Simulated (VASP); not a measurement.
Runs of VASP 6.6.1 on Rh. The structure is that of space group Fm-3m (No. 225), or close to it. The cells are those of the table. 

```tsv
cell	gap on the mesh (eV)	pressure (GPa)
a = 2.708, b = 2.742, c = 2.742 Å, angles 59.2, 60.4, 60.4°, 1 atom	none	-5.8
a = 2.708, b = 2.777, c = 2.777 Å, angles 58.4, 60.8, 60.8°, 1 atom	none	-10.6
a = 2.708, b = 2.812, c = 2.812 Å, angles 57.6, 61.2, 61.2°, 1 atom	none	-14.6
a = 2.708, b = 2.675, c = 2.675 Å, angles 60.8, 59.6, 59.6°, 1 atom	none	(a)
```

Alike in all rows: task single point; level PBE; potentials or basis VASP PAW PBE potentials, release 64 (Rh_pv); no spin polarisation; k mesh 26 × 26 × 26; cutoff (eV) 520; smearing gaussian 0.15 eV.

**Question.** Fill in the values left out.

**Answer.** (a) 7.2.

Caveats: the stress differs along the axes, from -9 to -4 GPa (at least some runs); the stress differs along the axes, from -17 to -7 GPa (at least some runs); the stress differs along the axes, from -24 to -10 GPa (at least some runs); the stress differs along the axes, from 5 to 11 GPa (at least some runs).

A k mesh can miss the band edges, and the runs leave out spin-orbit coupling on Rh.

A gap of «none» marks levels without a gap at the run's occupations.
